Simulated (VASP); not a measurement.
# Ti (P-1) in VASP: electric field gradients with PBE

Aim: the electric field gradients of Ti with PBE.

Program: VASP 6.6.1. These are calculated values, not measurements. Logs are shortened: lines on timing, memory, paths and dates and some standing lists are left out, and cuts for length are marked.

## (1) The cell of the first run

The typed cell holds 2 atoms: a = 2.951 Å, b = 2.912 Å, c = 4.687 Å, α = 89.36°, β = 88.27°, γ = 118.70°.

## (2) Electric field gradients, PBE (equal xy, yz and zx shear strains of +3 %)

INCAR reads:

```
SYSTEM = Ti
  ALGO = Normal
  EDIFF = 1E-8
  ENCUT = 520
  GGA = PE
  ISIF = 2
  ISMEAR = -1
  LASPH = .TRUE.
  LCHARG = .FALSE.
  LEFG = .TRUE.
  LREAL = .FALSE.
  LWAVE = .FALSE.
  NBANDS = 19
  NELM = 100
  PREC = Accurate
  SIGMA = 0.08
```

KPOINTS reads:

```
k-points
0
G
  13 13 7
  0 0 0
```

POSCAR reads:

```
Ti
1.0
    2.9499978604      0.0442499679      0.0442499679
   -1.4366773339      2.5326481043      0.0161966124
    0.0702900000      0.0702900000      4.6860000000
Ti
2
Direct
    0.3333333333      0.6666666667      0.2500000000
    0.6666666667      0.3333333333      0.7500000000
```

Potentials or basis: VASP PAW PBE potentials, release 64 (Ti_sv).

Run with:

```bash
> cat potpaw_PBE.64/Ti_sv/POTCAR > POTCAR
> mpirun -np 1 vasp_std > vasp.out
```

OUTCAR:

```text
SYSTEM = Ti
   EDIFF = 1E-8
   ENCUT = 520
   GGA = PE
   ISIF = 2
   ISMEAR = -1
   LASPH = .TRUE.
   LREAL = .FALSE.
   NELM = 100
   PREC = Accurate

 ion  position               nearest neighbor table
   1  0.333  0.667  0.250-   2 2.85   2 2.86   2 2.87   2 2.90
   2  0.667  0.333  0.750-   1 2.85   1 2.86   1 2.87   1 2.90

  LATTYP: Found a triclinic cell.
 ALAT       =     2.9506615353
 B/A-ratio  =     2.5162064316
 C/A-ratio  =     4.1564239012
 COS(alpha) =     0.0014063107
 COS(beta)  =     0.6182758024
 COS(gamma) =     0.7757749492

  Lattice vectors:

 A1 = (  -2.9499978604,  -0.0442499679,  -0.0442499679)
 A2 = (  -5.8297057208,  -0.0182099358,   4.5975000642)
 A3 = (  -7.4772530547,   2.3035681685,  -9.4443033234)

Analysis of symmetry for initial positions (statically):
=====================================================================
 Subroutine PRICEL returns:
 Original cell was already a primitive cell.

 Routine SETGRP: Setting up the symmetry group for a
 triclinic supercell.

 Subroutine GETGRP returns: Found  2 space group operations
 (whereof  2 operations were pure point group operations)
 out of a pool of  2 trial point group operations.

The static configuration has the point symmetry S_2 .

Analysis of symmetry for dynamics (positions and initial velocities):
=====================================================================
 Subroutine PRICEL returns:
 Original cell was already a primitive cell.

 Routine SETGRP: Setting up the symmetry group for a
 triclinic supercell.

 Subroutine GETGRP returns: Found  2 space group operations
 (whereof  2 operations were pure point group operations)
 out of a pool of  2 trial point group operations.

The dynamic configuration has the point symmetry S_2 .

 Subroutine INISYM returns: Found  2 space group operations
 (whereof  2 operations are pure point group operations),
 and found     1 'primitive' translations

----------------------------------------------------------------------------------------

                                     Primitive cell

  volume of cell :      35.2928

  direct lattice vectors                    reciprocal lattice vectors
     2.949997860  0.044249968  0.044249968     0.336240072  0.190787078 -0.007905407
    -1.436677334  2.532648104  0.016196612    -0.005787160  0.391597810 -0.005787160
     0.070290000  0.070290000  4.686000000    -0.003155117 -0.003155117  0.213496275

  length of vectors
     2.950661535  2.911805370  4.687054231     0.386677631  0.391683325  0.213542898

  position of ions in fractional coordinates (direct lattice)
     0.333333333  0.666666667  0.250000000
     0.666666667  0.333333333  0.750000000

  ion indices of the primitive-cell ions
   primitive index   ion index
                 1           1
                 2           2

----------------------------------------------------------------------------------------

 KPOINTS: k-points

Automatic generation of k-mesh.
 Grid dimensions read from file:
 generate k-points for:   13   13    7

 Generating k-lattice:

  Cartesian coordinates                     Fractional coordinates (reciprocal lattice)
     0.025864621  0.014675929 -0.000608108     0.076923077 -0.000000000  0.000000000
    -0.000445166  0.030122908 -0.000445166     0.000000000  0.076923077  0.000000000
    -0.000450731 -0.000450731  0.030499468     0.000000000  0.000000000  0.142857143

  Length of vectors
     0.029744433  0.030129487  0.030506128

  Shift w.r.t. Gamma in fractional coordinates (k-lattice)
     0.000000000  0.000000000  0.000000000

 Subroutine IBZKPT returns following result:
 ===========================================

 Found    592 irreducible k-points:

 Following reciprocal coordinates:
            Coordinates               Weight
  0.000000  0.000000  0.000000      1.000000
  0.076923  0.000000 -0.000000      2.000000
  0.153846  0.000000  0.000000      2.000000
  0.230769 -0.000000 -0.000000      2.000000
  0.307692  0.000000  0.000000      2.000000
  0.384615 -0.000000 -0.000000      2.000000
[... 16 lines left out ...]
  0.153846  0.153846 -0.000000      2.000000
  0.230769  0.153846 -0.000000      2.000000
 [... further k-points ...]
   k-points           NKPTS =    592   k-points in BZ     NKDIM =    592   number of bands    NBANDS=     19
   number of dos      NEDOS =    301   number of ions     NIONS =      2
   total plane-waves  NPLWV =  20736
   dimension x,y,z NGX =    24 NGY =   24 NGZ =   36
   dimension x,y,z NGXF=    48 NGYF=   48 NGZF=   72
   ions per type =               2
   NGX,Y,Z   is equivalent  to a cutoff of  13.52, 13.70, 12.77 a.u.
   NGXF,Y,Z  is equivalent  to a cutoff of  27.04, 27.41, 25.54 a.u.
 SYSTEM =  Ti
   PREC   = accura    normal or accurate (medium, high low for compatibility)
   ISTART =      0    job   : 0-new  1-cont  2-samecut
   ICHARG =      2    charge: 1-file 2-atom 10-const
   ISPIN  =      1    spin polarized calculation?
   LNONCOLLINEAR =      F non collinear calculations
   LSORBIT =      F    spin-orbit coupling
   LASPH  =      T    aspherical Exc in radial PAW
   ENCUT  =  520.0 eV  38.22 Ry    6.18 a.u.   5.49  5.41  8.71*2*pi/ulx,y,z
   NELM   =    100;   NELMIN=  2; NELMDL= -5     # of ELM steps
   EDIFF  = 0.1E-07   stopping-criterion for ELM
   LREAL  =      F    real-space projection
   EDIFFG = 0.1E-06   stopping-criterion for IOM
   NSW    =      0    number of steps for IOM
   IBRION =     -1    ionic relax: 0-MD 1-quasi-New 2-CG
   NFREE  =      0    steps in history (QN), initial steepest desc. (CG)
   ISIF   =      2    stress and relaxation
   ISYM   =      2    0-nonsym 1-usesym 2-fastsym
   POTIM  = 0.5000    time-step for ionic-motion
   TEBEG  =    0.0;   TEEND  =   0.0 temperature during run
   PSTRESS=    0.0 pullay stress
   NELECT =      24.0000    total number of electrons
   NUPDOWN=      -1.0000    fix difference up-down
   EMIN   =  10.00;   EMAX   =-10.00  energy-range for DOS
   EFERMI =   0.00;   METHOD = LEGACY
   ISMEAR =    -1;   SIGMA  =   0.08  broadening in eV -4-tet -1-fermi 0-gaus
   EFERMI_NEDOS =   21; number of points for ismear=-14 and -15
   IALGO  =     38    algorithm
   IMIX   =      4    mixing-type and parameters
     AMIX     =   0.40;   BMIX     =  1.00
     AMIX_MAG =   1.60;   BMIX_MAG =  1.00
  volume/ion in A,a.u.               =      17.65       119.08
  Fermi-wavevector in a.u.,A,eV,Ry     =   1.439627  2.720500 28.198417  2.072525
  Thomas-Fermi vector in A             =   2.558461
   LORBIT       =      0    0 simple, 1 ext, 2 COOP (PROOUT), +10 PAW based schemes
   GGA     = PE    functional components
   LHFCALC =     F    Hartree Fock is set to
   AEXX    =    0.0000 exact exchange contribution
   IVDW    =     0    specifies the selected vdW correction
   LEPSILON=     F    determine dielectric tensor
   LRPA    =     F    only Hartree local field effects (RPA)
 non-spin polarized calculation
  energy-cutoff  :      520.00
  volume of cell :       35.29
 maximum number of plane-waves:       973
 NGX is ok and might be reduce to    24
   NGX = 11   NGY = 11   NGZ = 17

 number of electron      23.9999999 magnetization

 Free energy of the ion-electron system (eV)
  ---------------------------------------------------
  ext. energy  EPLUGINS =         0.00000000
  ---------------------------------------------------
  free energy    TOTEN  =       -15.67791426 eV

  energy without entropy =      -15.62782841  energy(sigma->0) =      -15.65287134

 E-fermi :   8.1458     XC(G=0): -11.4216

 val. band max:        8.1445183329   @ k =  -0.2308   0.4615   0.4286
 cond. band min:       8.1458493859   @ k =  -0.0769   0.2308   0.2857
 fundamental gap:      0.0013310530
 Fermi energy:         8.1458420961

 k-point     1 :       0.0000    0.0000    0.0000
  band No.  band energies     occupation
      1     -48.7105      2.00000
      2     -48.5824      2.00000
      3     -25.2776      2.00000
      4     -24.6801      2.00000
      5     -24.6561      2.00000
      6     -24.6128      2.00000
[... 11 lines left out ...]
     18       9.8329      0.00000
     19      11.2154      0.00000

 k-point     2 :       0.0769    0.0000   -0.0000
  band No.  band energies     occupation
      1     -48.7054      2.00000
      2     -48.5805      2.00000
      3     -25.2657      2.00000
      4     -24.7037      2.00000
      5     -24.6645      2.00000
      6     -24.6257      2.00000
[... 11 lines left out ...]
     18       9.7567      0.00000
     19      11.3412      0.00000

 k-point     3 :       0.1538    0.0000    0.0000
  band No.  band energies     occupation
      1     -48.6908      2.00000
      2     -48.5754      2.00000
      3     -25.2314      2.00000
      4     -24.7708      2.00000
      5     -24.6856      2.00000
      6     -24.6836      2.00000
[... 11 lines left out ...]
     18       9.9339      0.00000
     19      11.4420      0.00000

 k-point     4 :       0.2308   -0.0000   -0.0000
  band No.  band energies     occupation
      1     -48.6695      2.00000
      2     -48.5689      2.00000
      3     -25.1790      2.00000
      4     -24.8667      2.00000
      5     -24.7757      2.00000
      6     -24.7132      2.00000
[... 11 lines left out ...]
     18      10.3391      0.00000
     19      11.5447      0.00000

 k-point     5 :       0.3077    0.0000    0.0000
  band No.  band energies     occupation
      1     -48.6453      2.00000
      2     -48.5634      2.00000
      3     -25.1161      2.00000
      4     -24.9692      2.00000
      5     -24.8716      2.00000
      6     -24.7415      2.00000
[... 11 lines left out ...]
     18      10.8178      0.00000
     19      11.6236      0.00000
[... 334 lines left out ...]
      2     -48.5743      2.00000
      3     -25.2296      2.00000
      4     -24.7641      2.00000
      5     -24.7004      2.00000
      6     -24.6752      2.00000
[... 11 lines left out ...]
     18       9.8406      0.00000
     19      11.4072      0.00000

 k-point    22 :       0.0769    0.1538   -0.0000
  band No.  band energies     occupation
      1     -48.6766      2.00000
      2     -48.5704      2.00000
      3     -25.1980      2.00000
      4     -24.8104      2.00000
      5     -24.7602      2.00000
      6     -24.6953      2.00000
[... 11 lines left out ...]
     18      10.2178      0.00000
     19      11.4610      0.00000

 k-point    23 :       0.1538    0.1538   -0.0000
  band No.  band energies     occupation
      1     -48.6573      2.00000
      2     -48.5654      2.00000
      3     -25.1488      2.00000
      4     -24.8655      2.00000
      5     -24.8479      2.00000
      6     -24.7249      2.00000
[... 11 lines left out ...]
     18      10.7196      0.00000
     19      11.4913      0.00000

 k-point    24 :       0.2308    0.1538   -0.0000
  band No.  band energies     occupation
      1     -48.6350      2.00000
      2     -48.5613      2.00000
      3     -25.0886      2.00000
      4     -24.9507      2.00000
      5     -24.9037      2.00000
      6     -24.7701      2.00000
[... 11 lines left out ...]
     18      11.2960      0.00000
     19      11.5163      0.00000

 [... further k-points ...]

------------------------ aborting loop because EDIFF is reached ----------------------------------------

  FORCE on cell =-STRESS in cart. coord.  units (eV):
  Direction    XX          YY          ZZ          XY          YZ          ZX
  --------------------------------------------------------------------------------------
  -------------------------------------------------------------------------------------
  Total       -0.3614278     -0.3441120     -0.4488019     -0.3815739     -0.2426516     -0.2448667
  in kB      -16.4076393    -15.6215602    -20.3741372    -17.3222097    -11.0155889    -11.1161466
  external PRESSURE =     -17.4677789 kB  Pullay stress =       0.0000000 kB

 VOLUME and BASIS-vectors are now :
 -----------------------------------------------------------------------------
  energy-cutoff  :      520.00
  volume of cell :       35.29
      direct lattice vectors                 reciprocal lattice vectors
     2.949997860  0.044249968  0.044249968     0.336240072  0.190787078 -0.007905407
    -1.436677334  2.532648104  0.016196612    -0.005787160  0.391597810 -0.005787160
     0.070290000  0.070290000  4.686000000    -0.003155117 -0.003155117  0.213496275

 POSITION                                       TOTAL-FORCE (eV/Angst)
 -----------------------------------------------------------------------------------
      0.04312      1.72075      1.19705        -0.074672      0.002621      0.012092
      1.54049      0.92643      3.54940         0.074672     -0.002621     -0.012092
 -----------------------------------------------------------------------------------
    total drift:                               -0.000000      0.000000     -0.000000

  FREE ENERGIE OF THE ION-ELECTRON SYSTEM (eV)
  ---------------------------------------------------
  free  energy   TOTEN  =       -15.6779142611 eV

  energy  without entropy=      -15.6278284095  energy(sigma->0) =      -15.65287134

 Electric field gradients (V/A^2)
---------------------------------------------------------------------
 ion       V_xx      V_yy      V_zz      V_xy      V_xz      V_yz
---------------------------------------------------------------------
   1      -8.370    -8.136    16.506    -1.130    -2.096    -2.110
   2      -8.370    -8.136    16.506    -1.130    -2.096    -2.110
---------------------------------------------------------------------

 Electric field gradients after diagonalization (V/A^2)
 (convention: |V_zz| > |V_xx| > |V_yy|)
----------------------------------------------------------------------
 ion       V_xx      V_yy      V_zz     asymmetry (V_yy - V_xx)/ V_zz
----------------------------------------------------------------------
   1      -9.726    -7.118    16.844       0.155
   2      -9.726    -7.118    16.844       0.155
----------------------------------------------------------------------

           NMR quadrupolar parameters

 Cq : quadrupolar parameter    Cq=e*Q*V_zz/h
 eta: asymmetry parameters     (V_yy - V_xx)/ V_zz
 Q  : nuclear electric quadrupole moment in mb (millibarn)
----------------------------------------------------------------------
 ion       Cq(MHz)       eta       Q (mb)
----------------------------------------------------------------------
   1       0.041       0.155       1.000
   2       0.041       0.155       1.000
----------------------------------------------------------------------
```

Wall time 5.1 min (1 thread of Intel Xeon Platinum 8124M at 3.00GHz (Skylake/Cascade Lake), shared host); peak memory 0.42 GiB.

Results:

| Quantity | Value |
| --- | --- |
| Free energy | -15.6779 eV |
| Pressure | -1.7 GPa |
| Largest force | 0.076 eV/Å |
| Band gap on the k mesh | zero (bands 12 and 13 overlap by 1.07 eV) |
| Largest electric field gradient by atom | Ti +16.8 V/Å² |

Forces on the atoms (eV/Å):
```
Ti  -0.075  0.003  0.012
Ti   0.075 -0.003 -0.012
```

Electric field gradients, principal values (V/Å²):
```tsv
atom	least	middle	greatest (by size)
1 Ti	-7.118	-9.726	16.844
2 Ti	-7.118	-9.726	16.844
```

Caveat: the cell differs from its parent crystal (equal xy, yz and zx shear strains of +3 %); without QUAD_EFG the Cq values of the log hold for a quadrupole moment of 1 mb, not for the nuclei.
